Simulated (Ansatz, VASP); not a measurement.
One calculation of Be, two programs

The input INCAR:

```
SYSTEM = Be
ALGO = Fast
EDIFF = 1E-6
ENCUT = 520
GGA = PE
ISIF = 2
ISMEAR = 0
LASPH = .TRUE.
LCHARG = .FALSE.
LREAL = .FALSE.
LWAVE = .FALSE.
NBANDS = 7
NELM = 80
PREC = Accurate
SIGMA = 0.1
```

Contents of KPOINTS:

```
k-points
0
G
  21 21 21
  0 0 0
```

The input POSCAR:

```
Be
1.0
   -1.2169433494      1.2670681875      1.2169433494
    1.2670681875     -1.2169433494      1.2169433494
    1.1668185114      1.1668185114     -1.1668185114
Be
1
Direct
    0.0000000000      0.0000000000      0.0000000000
```

Input for Ansatz:

```yaml
crystal:
  lattice:
    - [-1.2169433494, 1.2670681875, 1.2169433494]
    - [1.2670681875, -1.2169433494, 1.2169433494]
    - [1.1668185114, 1.1668185114, -1.1668185114]
  atoms:
    - { symbol: Be, position: [0.0, 0.0, 0.0] }
basis:
  ecutwfc: 420
kpoints:
  mp_grid: { grid: [21, 21, 21] }
hamiltonian:
  xc: pbe
scf:
  occupations: { method: gaussian, width: 0.1 }
output:
  forces: true
  stress: true
  eigenvalues: true
  populations: true
```

Alike in both runs: task single point; functional PBE; k mesh 21 × 21 × 21; occupations gaussian, width 0.1 eV; no spin polarisation.

```csv
,VASP,Ansatz
version,VASP 6.6.1,Ansatz 0.2.0
potentials or method,"VASP PAW PBE potentials, release 64 (Be), cutoff 520 eV","scalar-relativistic, plane waves, PAW"
valence electrons in the cell,2,2
```

Ansatz gave:

* gap on the k mesh at the Fermi level (eV): none
* pressure (GPa): 12.4
* traceless stress, the component that is largest in VASP (GPa): 11.51

Question: Which values does VASP return?

Answer: gap on the k mesh at the Fermi level (eV): none; pressure (GPa): 12.6; traceless stress, the component that is largest in VASP (GPa): 11.52.

A gap of «none» marks a metal or a gap that the smearing closes. The functional is the same, so the differences come from potentials, cutoffs and numerics.
